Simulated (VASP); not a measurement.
# RbBr (P4/mmm) in VASP: further runs

Runs on RbBr. Level: PBE. Tasks: single point.

All numbers are computed with VASP 6.6.1; they aren't measurements. Logs are shortened: lines on timing, memory, paths and dates and some standing lists are left out, and cuts for length are marked.

**1. The cell of the first run**

The structure is tetragonal, space group P4/mmm (No. 123). The conventional cell has a = 4.291 Å, b = 4.291 Å, c = 4.456 Å, α = 90.00°, β = 90.00°, γ = 90.00°. Within 4.9 Å of Rb (site symmetry 4/mmm) lie 8 Br at 3.76 Å and 6 Rb at 4.29 to 4.46 Å. Br (site symmetry 4/mmm) has 8 Rb at 3.76 Å and 6 Br at 4.29 to 4.46 Å within 4.9 Å.

**2. Single point, PBE (strain +0.040 along x and y, +0.080 along z)**

File INCAR:

```
  PREC = Accurate
  ENCUT = 520
  EDIFF = 1E-6
  ISMEAR = 0
  SIGMA = 0.05
  LREAL = F
  LASPH = T
  NELM = 100
  ALGO = Normal
  ISIF = 2
  LWAVE = F
  LCHARG = F
  GGA = PE
  NBANDS = 15
```

File KPOINTS:

```
Automatic mesh
0
Gamma
  6 6 6
```

File POSCAR:

```
RbBr
1.0
    4.2911203920      0.0000000000      0.0000000000
    0.0000000000      4.2911203920      0.0000000000
    0.0000000000      0.0000000000      4.4561634840
Rb Br
1 1
Direct
    0.0000000000      0.0000000000      0.0000000000
    0.5000000000      0.5000000000      0.5000000000
```

Potentials or basis: VASP PAW PBE potentials, release 64 (Rb_sv, Br).

Launch:

```
cat potpaw_PBE.64/Rb_sv/POTCAR potpaw_PBE.64/Br/POTCAR > POTCAR
mpirun -np 1 vasp_std > vasp.out
```

OUTCAR:

```text
PREC = Accurate
   ENCUT = 520
   EDIFF = 1E-6
   ISMEAR = 0
   LREAL = F
   LASPH = T
   NELM = 100
   ISIF = 2
   GGA = PE

 ion  position               nearest neighbor table
   1  0.000  0.000  0.000-   2 3.76   2 3.76   2 3.76   2 3.76   2 3.76   2 3.76   2 3.76   2 3.76

   2  0.500  0.500  0.500-   1 3.76   1 3.76   1 3.76   1 3.76   1 3.76   1 3.76   1 3.76   1 3.76

  LATTYP: Found a simple tetragonal cell.
 ALAT       =     4.2911203920
 C/A-ratio  =     1.0384615385

  Lattice vectors:

 A1 = (   4.2911203920,   0.0000000000,   0.0000000000)
 A2 = (   0.0000000000,   4.2911203920,   0.0000000000)
 A3 = (   0.0000000000,   0.0000000000,   4.4561634840)

Analysis of symmetry for initial positions (statically):
=====================================================================
 Subroutine PRICEL returns:
 Original cell was already a primitive cell.

 Routine SETGRP: Setting up the symmetry group for a
 simple tetragonal supercell.

 Subroutine GETGRP returns: Found 16 space group operations
 (whereof 16 operations were pure point group operations)
 out of a pool of 16 trial point group operations.

The static configuration has the point symmetry D_4h.

Analysis of symmetry for dynamics (positions and initial velocities):
=====================================================================
 Subroutine PRICEL returns:
 Original cell was already a primitive cell.

 Routine SETGRP: Setting up the symmetry group for a
 simple tetragonal supercell.

 Subroutine GETGRP returns: Found 16 space group operations
 (whereof 16 operations were pure point group operations)
 out of a pool of 16 trial point group operations.

The dynamic configuration has the point symmetry D_4h.

 Subroutine INISYM returns: Found 16 space group operations
 (whereof 16 operations are pure point group operations),
 and found     1 'primitive' translations

----------------------------------------------------------------------------------------

                                     Primitive cell

  volume of cell :      82.0545

  direct lattice vectors                    reciprocal lattice vectors
     4.291120392  0.000000000  0.000000000     0.233039372  0.000000000  0.000000000
     0.000000000  4.291120392  0.000000000     0.000000000  0.233039372  0.000000000
     0.000000000  0.000000000  4.456163484     0.000000000  0.000000000  0.224408284

  length of vectors
[... 92 lines left out ...]
   PSTRESS=    0.0 pullay stress
   NELECT =      16.0000    total number of electrons
   NUPDOWN=      -1.0000    fix difference up-down
   EMIN   =  10.00;   EMAX   =-10.00  energy-range for DOS
   EFERMI =   0.00;   METHOD = LEGACY
   ISMEAR =     0;   SIGMA  =   0.05  broadening in eV -4-tet -1-fermi 0-gaus
   EFERMI_NEDOS =   21; number of points for ismear=-14 and -15
   IALGO  =     38    algorithm
   IMIX   =      4    mixing-type and parameters
     AMIX     =   0.40;   BMIX     =  1.00
     AMIX_MAG =   1.60;   BMIX_MAG =  1.00
  volume/ion in A,a.u.               =      41.03       276.87
  Fermi-wavevector in a.u.,A,eV,Ry     =   0.949323  1.793960 12.261762  0.901214
  Thomas-Fermi vector in A             =   2.077595
   LORBIT       =      0    0 simple, 1 ext, 2 COOP (PROOUT), +10 PAW based schemes
   GGA     = PE    functional components
   LHFCALC =     F    Hartree Fock is set to
   AEXX    =    0.0000 exact exchange contribution
   IVDW    =     0    specifies the selected vdW correction
   LEPSILON=     F    determine dielectric tensor
   LRPA    =     F    only Hartree local field effects (RPA)
 non-spin polarized calculation
 Gauss-broadening in eV      SIGMA  =   0.05
  energy-cutoff  :      520.00
  volume of cell :       82.05
 maximum number of plane-waves:      2240
 NGX is ok and might be reduce to    32
   NGX = 15   NGY = 15   NGZ = 17

 number of electron      15.9999996 magnetization

 Free energy of the ion-electron system (eV)
  ---------------------------------------------------
  ext. energy  EPLUGINS =         0.00000000
  ---------------------------------------------------
  free energy    TOTEN  =        -5.96864934 eV

  energy without entropy =       -5.96864934  energy(sigma->0) =       -5.96864934

 E-fermi :  -0.9913     XC(G=0):  -7.2877

 val. band max:       -1.2786790237   @ k =   0.5000   0.0000   0.5000
 cond. band min:       2.2794592376   @ k =   0.0000   0.0000   0.0000
 fundamental gap:      3.5581382613
 Fermi energy:        -0.9913058605

 k-point     1 :       0.0000    0.0000    0.0000
  band No.  band energies     occupation
      1     -26.7090      2.00000
      2     -13.7178      2.00000
      3     -10.7175      2.00000
      4     -10.7086      2.00000
      5     -10.7086      2.00000
      6      -1.5694      2.00000
      7      -1.4127      2.00000
      8      -1.4127      2.00000
      9       2.2795      0.00000
     10       4.3183      0.00000
     11       4.4214      0.00000
     12       8.0672      0.00000
     13       8.0672      0.00000
     14       8.3199      0.00000
[... 401 lines left out ...]
      2     -13.6245      2.00000
      3     -10.9009      2.00000
      4     -10.8168      2.00000
      5     -10.6705      2.00000
      6      -2.3469      2.00000
      7      -2.0426      2.00000
      8      -1.3145      2.00000
      9       4.1593      0.00000
     10       4.9455      0.00000
     11       6.7901      0.00000
     12       6.9187      0.00000
     13       7.1728      0.00000
     14       7.7787      0.00000
     15       9.4077      0.00000

 [... further k-points ...]

------------------------ aborting loop because EDIFF is reached ----------------------------------------

  FORCE on cell =-STRESS in cart. coord.  units (eV):
  Direction    XX          YY          ZZ          XY          YZ          ZX
  --------------------------------------------------------------------------------------
  -------------------------------------------------------------------------------------
  Total       -0.4049314     -0.4049314     -0.8944816      0.0000000      0.0000000      0.0000000
  in kB       -7.9065948     -7.9065948    -17.4654375      0.0000000      0.0000000      0.0000000
  external PRESSURE =     -11.0928757 kB  Pullay stress =       0.0000000 kB

 VOLUME and BASIS-vectors are now :
 -----------------------------------------------------------------------------
  energy-cutoff  :      520.00
  volume of cell :       82.05
      direct lattice vectors                 reciprocal lattice vectors
     4.291120392  0.000000000  0.000000000     0.233039372  0.000000000  0.000000000
     0.000000000  4.291120392  0.000000000     0.000000000  0.233039372  0.000000000
     0.000000000  0.000000000  4.456163484     0.000000000  0.000000000  0.224408284

 POSITION                                       TOTAL-FORCE (eV/Angst)
 -----------------------------------------------------------------------------------
      0.00000      0.00000      0.00000         0.000000      0.000000      0.000000
      2.14556      2.14556      2.22808         0.000000      0.000000      0.000000
 -----------------------------------------------------------------------------------
    total drift:                                0.000000      0.000000     -0.000000

  FREE ENERGIE OF THE ION-ELECTRON SYSTEM (eV)
  ---------------------------------------------------
  free  energy   TOTEN  =        -5.9686493414 eV

  energy  without entropy=       -5.9686493414  energy(sigma->0) =       -5.96864934
```

OSZICAR:

```text
N       E                     dE             d eps       ncg     rms          rms(c)
DAV:   1     0.810905987803E+02    0.81091E+02   -0.65420E+03  1200   0.908E+02
DAV:   2    -0.234960082787E+00   -0.81326E+02   -0.75694E+02  1667   0.162E+02
DAV:   3    -0.607256732151E+01   -0.58376E+01   -0.58116E+01  1593   0.440E+01
DAV:   4    -0.625431605483E+01   -0.18175E+00   -0.18171E+00  1792   0.693E+00
DAV:   5    -0.625551667775E+01   -0.12006E-02   -0.12006E-02  1600   0.583E-01    0.219E+00
DAV:   6    -0.600842298694E+01    0.24709E+00   -0.22336E-01  1508   0.233E+00    0.138E+00
DAV:   7    -0.596556762823E+01    0.42855E-01   -0.11469E-01  1536   0.177E+00    0.792E-01
DAV:   8    -0.596859199741E+01   -0.30244E-02   -0.16471E-02  1572   0.767E-01    0.161E-01
DAV:   9    -0.596844067658E+01    0.15132E-03   -0.94635E-04  1634   0.156E-01    0.778E-02
DAV:  10    -0.596864767982E+01   -0.20700E-03   -0.31653E-04  1305   0.122E-01    0.193E-02
DAV:  11    -0.596864731320E+01    0.36663E-06   -0.17268E-05  1662   0.273E-02    0.108E-02
DAV:  12    -0.596864923393E+01   -0.19207E-05   -0.29745E-06  1389   0.105E-02    0.118E-03
DAV:  13    -0.596864934137E+01   -0.10743E-06   -0.62254E-08  1048   0.189E-03
   1 F= -.59686493E+01 E0= -.59686493E+01  d E =-.117741E-17
```

stdout:

```text
POSCAR found type information on POSCAR RbBr
 POSCAR found :  2 types and       2 ions
 scaLAPACK will be used
 LDA part: xc-table for (Slater+PW92), standard interpolation
 POSCAR, INCAR and KPOINTS ok, starting setup
 FFT: planning ... GRIDC
 FFT: planning ... GRID_SOFT
 FFT: planning ... GRID
 WAVECAR not read
 entering main loop
```

Run time: 16 s. Hardware: 1 thread of AMD EPYC 9R45 (Zen 5), shared host; peak memory 0.18 GiB.

What came out:

```
Free energy            : -5.9686 eV
Pressure               : -1.1 GPa
Band gap on the k mesh : 3.56 eV, indirect (least direct gap 3.69 eV)
```

Caveat: the cell differs from its parent crystal (strain +0.040 along x and y, +0.080 along z). A k mesh can miss the band edges.

**3. Single point, PBE (strain +0.080 along x and y, +0.040 along z)**

File INCAR:

```
ALGO = Normal
EDIFF = 1E-6
ENCUT = 520
GGA = PE
ISIF = 2
ISMEAR = 0
LASPH = T
LCHARG = F
LREAL = F
LWAVE = F
NBANDS = 15
NELM = 60
PREC = Accurate
SIGMA = 0.05
```

File KPOINTS:

```
k-points
0
Gamma
  6 6 6
```

File POSCAR:

```
RbBr
1.0
    4.4561634840      0.0000000000      0.0000000000
    0.0000000000      4.4561634840      0.0000000000
    0.0000000000      0.0000000000      4.2911203920
Rb Br
1 1
Direct
    0.0000000000      0.0000000000      0.0000000000
    0.5000000000      0.5000000000      0.5000000000
```

Potentials or basis: VASP PAW PBE potentials, release 64 (Rb_sv, Br).

Launch:

```
cat potpaw_PBE.64/Rb_sv/POTCAR potpaw_PBE.64/Br/POTCAR > POTCAR
mpirun -np 1 vasp_std > vasp.out
```

Wall time 16 s (1 thread of AMD EPYC 9R45 (Zen 5), shared host); peak memory 0.18 GiB.

It converged, with:

```
Free energy            : -5.9441 eV
Pressure               : -1.4 GPa
Band gap on the k mesh : 3.42 eV, indirect (least direct gap 3.54 eV)
```

Stress tensor (GPa, compression positive):
```
-1.69  0.00  0.00
 0.00 -1.69  0.00
 0.00  0.00 -0.77
```

Levels at points of the mesh, in eV from the valence-band top:
```tsv
k point	band 4	band 5	band 6	band 7	band 8	band 9	band 10	band 11	band 12	band 13
(0.00, 0.00, 0.00)	-9.56	-9.55	-0.28	-0.28	-0.12	3.42	5.56	5.68	9.10	9.36
(0.50, 0.00, 0.00)	-9.54	-9.53	-1.36	-0.31	-0.13	6.17	6.38	6.70	8.57	9.07
(0.50, 0.50, 0.00)	-9.70	-9.52	-0.92	-0.92	0.00	4.98	6.07	7.87	7.87	9.25
(0.00, 0.00, 0.50)	-9.53	-9.53	-1.36	-0.27	-0.27	6.20	6.67	6.73	8.49	8.85
(0.50, 0.00, 0.50)	-9.69	-9.52	-0.95	-0.89	-0.13	5.13	5.85	7.50	7.62	9.25
(0.50, 0.50, 0.50)	-9.66	-9.66	-1.05	-1.01	-1.01	7.48	7.48	7.55	8.26	8.26
```

Caveat: the cell differs from its parent crystal (strain +0.080 along x and y, +0.040 along z). A k mesh can miss the band edges.
